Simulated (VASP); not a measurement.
# LiF (I4/mmm) in VASP: notebook

Runs on LiF. Level: PBE. Tasks: single point.

Everything below comes from runs of VASP 6.6.1. Logs are shortened: lines on timing, memory, paths and dates and some standing lists are left out, and cuts for length are marked.

## 1. The cell of the first run

It takes space group I4/mmm (No. 139, tetragonal). Conventional cell: a = 2.848 Å, b = 2.848 Å, c = 3.927 Å, α = 90.00°, β = 90.00°, γ = 90.00°. Li (site symmetry 4/mmm) has 6 F at 1.96 to 2.01 Å within 2.6 Å. Within 2.6 Å of F (site symmetry 4/mmm) lie 6 Li at 1.96 to 2.01 Å.

## 2. Single point, PBE (strain -0.0250 x Voigt [0, 1, 0, 0, 0, 0])

INCAR reads:

```
SYSTEM = LiF
PREC = Accurate
ENCUT = 520
EDIFF = 1E-6
ISMEAR = 0
SIGMA = 0.05
LREAL = .False.
LASPH = .True.
NELM = 100
ALGO = Normal
ISIF = 2
LWAVE = .False.
LCHARG = .True.
GGA = PE
LELF = .True.
LVHAR = .True.
NBANDS = 12
```

KPOINTS reads:

```
regular mesh
0
Gamma
  10 10 10
  0 0 0
```

POSCAR reads:

```
LiF
1.0
    0.0000000000      1.9636500000      2.0140000000
    2.0140000000      0.0000000000      2.0140000000
    2.0140000000      1.9636500000      0.0000000000
Li F
1 1
Direct
    0.0000000000      0.0000000000      0.0000000000
    0.5000000000      0.5000000000      0.5000000000
```

Potentials or basis: VASP PAW PBE potentials, release 64 (Li_sv, F).

On the command line:

```
> cat potpaw_PBE.64/Li_sv/POTCAR potpaw_PBE.64/F/POTCAR > POTCAR
> mpirun -np 1 vasp_std > vasp.out
```

OUTCAR:

```text
SYSTEM = LiF
   PREC = Accurate
   ENCUT = 520
   EDIFF = 1E-6
   ISMEAR = 0
   LREAL = .False.
   LASPH = .True.
   NELM = 100
   ISIF = 2
   GGA = PE

 ion  position               nearest neighbor table
   1  0.000  0.000  0.000-   2 1.96   2 1.96   2 2.01   2 2.01   2 2.01   2 2.01
   2  0.500  0.500  0.500-   1 1.96   1 1.96   1 2.01   1 2.01   1 2.01   1 2.01

  LATTYP: Found a body centered tetragonal cell.
 ALAT       =     2.8482261146
 C/A-ratio  =     1.3788582233

  Lattice vectors:

 A1 = (   0.0000000000,  -1.9636500000,   2.0140000000)
 A2 = (   0.0000000000,  -1.9636500000,  -2.0140000000)
 A3 = (   2.0140000000,   1.9636500000,   0.0000000000)

Analysis of symmetry for initial positions (statically):
=====================================================================
 Subroutine PRICEL returns:
 Original cell was already a primitive cell.

 Routine SETGRP: Setting up the symmetry group for a
 body centered tetragonal supercell.

 Subroutine GETGRP returns: Found 16 space group operations
 (whereof 16 operations were pure point group operations)
 out of a pool of 16 trial point group operations.

The static configuration has the point symmetry D_4h.

Analysis of symmetry for dynamics (positions and initial velocities):
=====================================================================
 Subroutine PRICEL returns:
 Original cell was already a primitive cell.

 Routine SETGRP: Setting up the symmetry group for a
 body centered tetragonal supercell.

 Subroutine GETGRP returns: Found 16 space group operations
 (whereof 16 operations were pure point group operations)
 out of a pool of 16 trial point group operations.

The dynamic configuration has the point symmetry D_4h.

 Subroutine INISYM returns: Found 16 space group operations
 (whereof 16 operations are pure point group operations),
 and found     1 'primitive' translations

----------------------------------------------------------------------------------------

                                     Primitive cell

  volume of cell :      15.9299

  direct lattice vectors                    reciprocal lattice vectors
     0.000000000  1.963650000  2.014000000    -0.248262165  0.254627861  0.248262165
     2.014000000  0.000000000  2.014000000     0.248262165 -0.254627861  0.248262165
     2.014000000  1.963650000  0.000000000     0.248262165  0.254627861 -0.248262165

  length of vectors
     2.812848614  2.848226115  2.812848614     0.433709065  0.433709065  0.433709065

  position of ions in fractional coordinates (direct lattice)
     0.000000000  0.000000000  0.000000000
     0.500000000  0.500000000  0.500000000

  ion indices of the primitive-cell ions
   primitive index   ion index
                 1           1
                 2           2

----------------------------------------------------------------------------------------

 KPOINTS: regular mesh

Automatic generation of k-mesh.
 Grid dimensions read from file:
 generate k-points for:   10   10   10

 Generating k-lattice:

  Cartesian coordinates                     Fractional coordinates (reciprocal lattice)
    -0.024826216  0.025462786  0.024826216     0.100000000  0.000000000  0.000000000
     0.024826216 -0.025462786  0.024826216     0.000000000  0.100000000  0.000000000
     0.024826216  0.025462786 -0.024826216     0.000000000  0.000000000  0.100000000

  Length of vectors
     0.043370906  0.043370906  0.043370906

  Shift w.r.t. Gamma in fractional coordinates (k-lattice)
     0.000000000  0.000000000  0.000000000

 Subroutine IBZKPT returns following result:
 ===========================================

 Found    102 irreducible k-points:

 Following reciprocal coordinates:
            Coordinates               Weight
  0.000000  0.000000  0.000000      1.000000
  0.100000  0.000000  0.000000      8.000000
  0.200000  0.000000  0.000000      8.000000
  0.300000  0.000000 -0.000000      8.000000
  0.400000  0.000000 -0.000000      8.000000
  0.500000  0.000000 -0.000000      4.000000
[... 16 lines left out ...]
  0.300000  0.300000  0.000000      4.000000
  0.400000  0.300000 -0.000000     16.000000
 [... further k-points ...]
   k-points           NKPTS =    102   k-points in BZ     NKDIM =    102   number of bands    NBANDS=     12
   number of dos      NEDOS =    301   number of ions     NIONS =      2
   total plane-waves  NPLWV =  13824
   dimension x,y,z NGX =    24 NGY =   24 NGZ =   24
   dimension x,y,z NGXF=    48 NGYF=   48 NGZF=   48
   ions per type =               1   1
   NGX,Y,Z   is equivalent  to a cutoff of  14.18, 14.01, 14.18 a.u.
   NGXF,Y,Z  is equivalent  to a cutoff of  28.37, 28.02, 28.37 a.u.
 SYSTEM =  LiF
   PREC   = accura    normal or accurate (medium, high low for compatibility)
   ISTART =      0    job   : 0-new  1-cont  2-samecut
   ICHARG =      2    charge: 1-file 2-atom 10-const
   ISPIN  =      1    spin polarized calculation?
   LNONCOLLINEAR =      F non collinear calculations
   LSORBIT =      F    spin-orbit coupling
   LASPH  =      T    aspherical Exc in radial PAW
   ENCUT  =  520.0 eV  38.22 Ry    6.18 a.u.   5.23  5.30  5.23*2*pi/ulx,y,z
   NELM   =    100;   NELMIN=  2; NELMDL= -5     # of ELM steps
   EDIFF  = 0.1E-05   stopping-criterion for ELM
   LREAL  =      F    real-space projection
   EDIFFG = 0.1E-04   stopping-criterion for IOM
   NSW    =      0    number of steps for IOM
   IBRION =     -1    ionic relax: 0-MD 1-quasi-New 2-CG
   NFREE  =      0    steps in history (QN), initial steepest desc. (CG)
   ISIF   =      2    stress and relaxation
   ISYM   =      2    0-nonsym 1-usesym 2-fastsym
   POTIM  = 0.5000    time-step for ionic-motion
   TEBEG  =    0.0;   TEEND  =   0.0 temperature during run
   PSTRESS=    0.0 pullay stress
   NELECT =      10.0000    total number of electrons
   NUPDOWN=      -1.0000    fix difference up-down
   EMIN   =  10.00;   EMAX   =-10.00  energy-range for DOS
   EFERMI =   0.00;   METHOD = LEGACY
   ISMEAR =     0;   SIGMA  =   0.05  broadening in eV -4-tet -1-fermi 0-gaus
   EFERMI_NEDOS =   21; number of points for ismear=-14 and -15
   IALGO  =     38    algorithm
   IMIX   =      4    mixing-type and parameters
     AMIX     =   0.40;   BMIX     =  1.00
     AMIX_MAG =   1.60;   BMIX_MAG =  1.00
  volume/ion in A,a.u.               =       7.96        53.75
  Fermi-wavevector in a.u.,A,eV,Ry     =   1.401750  2.648923 26.734120  1.964902
  Thomas-Fermi vector in A             =   2.524580
   LORBIT       =      0    0 simple, 1 ext, 2 COOP (PROOUT), +10 PAW based schemes
   GGA     = PE    functional components
   LHFCALC =     F    Hartree Fock is set to
   AEXX    =    0.0000 exact exchange contribution
   IVDW    =     0    specifies the selected vdW correction
   LEPSILON=     F    determine dielectric tensor
   LRPA    =     F    only Hartree local field effects (RPA)
 non-spin polarized calculation
 Gauss-broadening in eV      SIGMA  =   0.05
  energy-cutoff  :      520.00
  volume of cell :       15.93
 maximum number of plane-waves:       444
 NGX is ok and might be reduce to    24
   NGX = 11   NGY = 11   NGZ = 11

 number of electron      10.0000000 magnetization

 number of electron       9.9999994 magnetization

 Free energy of the ion-electron system (eV)
  ---------------------------------------------------
  ext. energy  EPLUGINS =         0.00000000
  ---------------------------------------------------
  free energy    TOTEN  =        -9.62745808 eV

  energy without entropy =       -9.62745808  energy(sigma->0) =       -9.62745808

 E-fermi :  -0.6483     XC(G=0): -10.1054

 val. band max:       -0.8430731639   @ k =   0.0000   0.0000   0.0000
 cond. band min:       8.4551574905   @ k =   0.0000   0.0000   0.0000
 fundamental gap:      9.2982306543
 Fermi energy:        -0.6483347351

 k-point     1 :       0.0000    0.0000    0.0000
  band No.  band energies     occupation
      1     -41.7265      2.00000
      2     -20.9079      2.00000
      3      -0.9087      2.00000
      4      -0.8431      2.00000
      5      -0.8431      2.00000
      6       8.4552      0.00000
      7      23.2443      0.00000
      8      23.2443      0.00000
      9      23.6474      0.00000
     10      23.6474      0.00000
     11      23.8583      0.00000
     12      23.8660      0.00000

 k-point     2 :       0.1000    0.0000    0.0000
  band No.  band energies     occupation
      1     -41.7203      2.00000
      2     -20.8679      2.00000
      3      -1.1635      2.00000
      4      -0.9023      2.00000
      5      -0.8716      2.00000
      6       8.7441      0.00000
      7      20.6553      0.00000
      8      21.9300      0.00000
      9      22.3521      0.00000
     10      24.7327      0.00000
     11      24.7684      0.00000
     12      25.0001      0.00000

 k-point     3 :       0.2000    0.0000    0.0000
  band No.  band energies     occupation
      1     -41.7040      2.00000
      2     -20.7595      2.00000
      3      -1.8693      2.00000
      4      -0.9537      2.00000
      5      -0.9449      2.00000
      6       9.3857      0.00000
      7      18.1736      0.00000
      8      20.3803      0.00000
      9      20.8595      0.00000
     10      25.8280      0.00000
     11      26.1211      0.00000
     12      26.2678      0.00000

 k-point     4 :       0.3000    0.0000   -0.0000
  band No.  band energies     occupation
      1     -41.6838      2.00000
      2     -20.6199      2.00000
      3      -2.6546      2.00000
      4      -1.0326      2.00000
      5      -1.0121      2.00000
      6       9.9064      0.00000
      7      16.7180      0.00000
      8      19.1041      0.00000
      9      19.5904      0.00000
     10      27.2289      0.00000
     11      27.8345      0.00000
     12      27.9944      0.00000

 k-point     5 :       0.4000    0.0000   -0.0000
  band No.  band energies     occupation
      1     -41.6674      2.00000
      2     -20.5021      2.00000
      3      -3.2411      2.00000
      4      -1.1013      2.00000
      5      -1.0572      2.00000
      6      10.0561      0.00000
      7      16.2292      0.00000
      8      18.2864      0.00000
      9      18.7643      0.00000
     10      28.8473      0.00000
     11      29.5711      0.00000
     12      29.8723      0.00000
[... 228 lines left out ...]
      1     -41.6622      2.00000
      2     -20.4332      2.00000
      3      -2.9303      2.00000
      4      -2.0497      2.00000
      5      -1.1018      2.00000
      6      11.2821      0.00000
      7      15.1139      0.00000
      8      18.7291      0.00000
      9      18.9697      0.00000
     10      28.2157      0.00000
     11      28.7042      0.00000
     12      29.1943      0.00000

 k-point    22 :      -0.2000    0.2000   -0.0000
  band No.  band energies     occupation
      1     -41.6770      2.00000
      2     -20.5585      2.00000
      3      -2.5266      2.00000
      4      -1.7411      2.00000
      5      -0.9696      2.00000
      6      10.6396      0.00000
      7      15.8727      0.00000
      8      19.1333      0.00000
      9      19.5318      0.00000
     10      26.5845      0.00000
     11      27.2539      0.00000
     12      29.6872      0.00000

 k-point    23 :       0.3000    0.3000    0.0000
  band No.  band energies     occupation
      1     -41.6732      2.00000
      2     -20.4751      2.00000
      3      -2.8389      2.00000
      4      -1.6060      2.00000
      5      -1.4718      2.00000
      6      11.5761      0.00000
      7      17.3102      0.00000
      8      18.3713      0.00000
      9      19.7785      0.00000
     10      20.1699      0.00000
     11      33.9349      0.00000
     12      34.4621      0.00000

 k-point    24 :       0.4000    0.3000   -0.0000
  band No.  band energies     occupation
      1     -41.6611      2.00000
      2     -20.3603      2.00000
      3      -3.2688      2.00000
      4      -1.7845      2.00000
      5      -1.6069      2.00000
      6      12.3774      0.00000
      7      16.1755      0.00000
      8      17.8923      0.00000
      9      19.7063      0.00000
     10      20.8059      0.00000
     11      33.5034      0.00000
     12      34.5986      0.00000

 [... further k-points ...]
[... 5 lines left out ...]
  --------------------------------------------------------------------------------------
  -------------------------------------------------------------------------------------
  Total        0.2944217      0.5373081      0.2944217      0.0000000     -0.0000000      0.0000000
  in kB       29.6119769     54.0406959     29.6119769      0.0000000     -0.0000000      0.0000000
  external PRESSURE =      37.7548833 kB  Pullay stress =       0.0000000 kB

 VOLUME and BASIS-vectors are now :
 -----------------------------------------------------------------------------
  energy-cutoff  :      520.00
  volume of cell :       15.93
      direct lattice vectors                 reciprocal lattice vectors
     0.000000000  1.963650000  2.014000000    -0.248262165  0.254627861  0.248262165
     2.014000000  0.000000000  2.014000000     0.248262165 -0.254627861  0.248262165
     2.014000000  1.963650000  0.000000000     0.248262165  0.254627861 -0.248262165

 POSITION                                       TOTAL-FORCE (eV/Angst)
 -----------------------------------------------------------------------------------
      0.00000      0.00000      0.00000         0.000000     -0.000000     -0.000000
      2.01400      1.96365      2.01400         0.000000      0.000000      0.000000
 -----------------------------------------------------------------------------------
    total drift:                               -0.000000     -0.000000      0.000000

  FREE ENERGIE OF THE ION-ELECTRON SYSTEM (eV)
  ---------------------------------------------------
  free  energy   TOTEN  =        -9.6274580763 eV

  energy  without entropy=       -9.6274580763  energy(sigma->0) =       -9.62745808
```

Run time: 47 s. Hardware: 1 thread of AMD EPYC 7R13, shared host; peak memory 0.11 GiB.

What came out:

| Item | Value |
| --- | --- |
| Free energy | -9.6275 eV |
| Band gap on the k mesh | 9.30 eV, direct |

Levels at points of the mesh, in eV from the valence-band top:
| k point | band 2 | band 3 | band 4 | band 5 | band 6 | band 7 | band 8 | band 9 |
| --- | --- | --- | --- | --- | --- | --- | --- | --- |
| (0.00, 0.00, 0.00) | -20.06 | -0.07 | 0.00 | 0.00 | 9.30 | 24.09 | 24.09 | 24.49 |
| (0.50, 0.00, 0.00) | -19.61 | -2.61 | -0.28 | -0.23 | 10.89 | 17.02 | 18.85 | 19.32 |
| (0.50, 0.50, 0.00) | -19.34 | -3.14 | -1.11 | -0.95 | 14.88 | 16.70 | 17.73 | 20.44 |
| (0.50, 0.00, 0.50) | -19.31 | -3.12 | -1.11 | -1.11 | 15.35 | 16.34 | 17.78 | 20.28 |

Caveat: the cell differs from its parent crystal (strain -0.0250 x Voigt [0, 1, 0, 0, 0, 0]); the cutoff is under 1.25 times the usual one of these potentials, so pressure, stress and relaxed cells hold a basis-set (Pulay) error. A k mesh can miss the band edges.

## 3. Single point, PBE (strain +0.0250 x Voigt [0, 1, 0, 0, 0, 0])

INCAR reads:

```
ALGO = Normal
EDIFF = 1E-6
ENCUT = 520
GGA = PE
ISIF = 2
ISMEAR = 0
LASPH = True
LCHARG = False
LREAL = False
LWAVE = False
NBANDS = 12
NELM = 80
PREC = Accurate
SIGMA = 0.05
```

KPOINTS reads:

```
k-points
0
Gamma
  10 10 10
```

POSCAR reads:

```
LiF
1.0
    0.0000000000      2.0643500000      2.0140000000
    2.0140000000      0.0000000000      2.0140000000
    2.0140000000      2.0643500000      0.0000000000
Li F
1 1
Direct
    0.0000000000      0.0000000000      0.0000000000
    0.5000000000      0.5000000000      0.5000000000
```

Potentials or basis: VASP PAW PBE potentials, release 64 (Li_sv, F).

On the command line:

```
> cat potpaw_PBE.64/Li_sv/POTCAR potpaw_PBE.64/F/POTCAR > POTCAR
> mpirun -np 1 vasp_std > vasp.out
```

It took 55 s on 1 thread of AMD EPYC 7R13, shared host; peak memory 0.11 GiB.

Results (log left out):

```
Free energy            : -9.6394 eV
Band gap on the k mesh : 8.83 eV, direct
```

Levels at points of the mesh, in eV from the valence-band top:
```
           k point  band 3  band 4  band 5  band 6  band 7  band 8
(0.00, 0.00, 0.00)   -0.05   -0.05    0.00    8.83   23.25   23.80
(0.50, 0.00, 0.00)   -2.48   -0.28   -0.23   10.61   16.41   18.46
(0.50, 0.50, 0.00)   -2.93   -1.10   -0.94   14.70   16.22   17.14
(0.50, 0.00, 0.50)   -2.95   -0.95   -0.95   14.26   16.54   17.09
```

Caveat: the cell differs from its parent crystal (strain +0.0250 x Voigt [0, 1, 0, 0, 0, 0]); the cutoff is under 1.25 times the usual one of these potentials, so pressure, stress and relaxed cells hold a basis-set (Pulay) error. A k mesh can miss the band edges.

(Part 1 of 2 ends here.)
